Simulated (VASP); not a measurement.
# HW2C2: relaxation of the atoms with LDA

System: HW2C2, a slab with vacuum.

```
CELL_PARAMETERS angstrom
3.10092 0.00000 0.00000
0.00000 3.10092 0.00000
0.00000 0.00000 17.19268
ATOMIC_POSITIONS crystal
W 0.00000 0.00000 0.38388
W 0.50000 0.50000 0.51142
C 0.50000 0.50000 0.38388
C 0.00000 0.00000 0.51142
H 0.00000 0.50000 0.61612
```

```
Program                   : VASP 6.6.1
Task                      : relaxation of the atoms
Functional                : LDA
Potentials or basis       : VASP PAW LDA potentials, release 64 (W_sv, C, H)
Cutoff                    : 520 eV
k mesh                    : 6 × 6 × 1
Occupations               : methfessel-paxton, width 0.1 eV
Spin                      : no spin polarisation
Dipole correction         : yes
Atoms held fixed (from 0) : [0, 2, 1, 3]
Further INCAR settings    : ALGO = Normal; EDIFF = 1e-07; NELMDL = -8; IBRION = 2; EDIFFG = -0.05; NSW = 45
```

* Energy gained by relaxing: 80.1 meV/atom
* Ionic steps: 6
* Band gap on the k mesh: zero (an odd number of electrons rules out a gap without spin polarisation)

Step by step:
```
step  energy change (eV)  largest force on free atoms (eV/Å)  pressure (GPa)
   1              0.0000                              1.3067          -10.44
   2             -0.0807                              1.2493          -10.32
   3             -0.2878                              0.8779           -9.86
   4             -0.3528                              0.6966           -8.40
   5             -0.3987                              0.1205           -9.14
   6             -0.4004                              0.0108           -9.04
```

Final structure:
```xyz
5
Lattice="3.1009 0.0000 0.0000 0.0000 3.1009 0.0000 0.0000 0.0000 17.1927" Properties=species:S:1:pos:R:3 pbc="T T T"
W     0.0000    0.0000    6.6000
W     1.5505    1.5505    8.7927
C     1.5505    1.5505    6.6000
C     0.0000    0.0000    8.7927
H     0.0000    1.5505   10.1049
```

Levels at points of the mesh, in eV from the Fermi level:
| k point | band 16 | band 17 | band 18 | band 19 | band 20 | band 21 |
| --- | --- | --- | --- | --- | --- | --- |
| (0.00, 0.00, 0.00) | -2.65 | -1.79 | -1.38 | -1.31 | -0.25 | 0.06 |
| (0.50, 0.00, 0.00) | -4.98 | -0.29 | 0.10 | 0.62 | 0.66 | 1.57 |
| (0.00, 0.50, 0.00) | -5.08 | -2.90 | 0.32 | 0.37 | 0.74 | 1.71 |
| (0.50, 0.50, 0.00) | -3.10 | -2.75 | -2.25 | 0.26 | 0.95 | 2.12 |

It took 5 min on 1 thread of Intel(R) Xeon(R) Platinum 8488C (Sapphire Rapids), on a shared host, peak memory 0.25 GiB.

Caveat: spin-orbit coupling is left out, which moves the levels of the heavy elements.
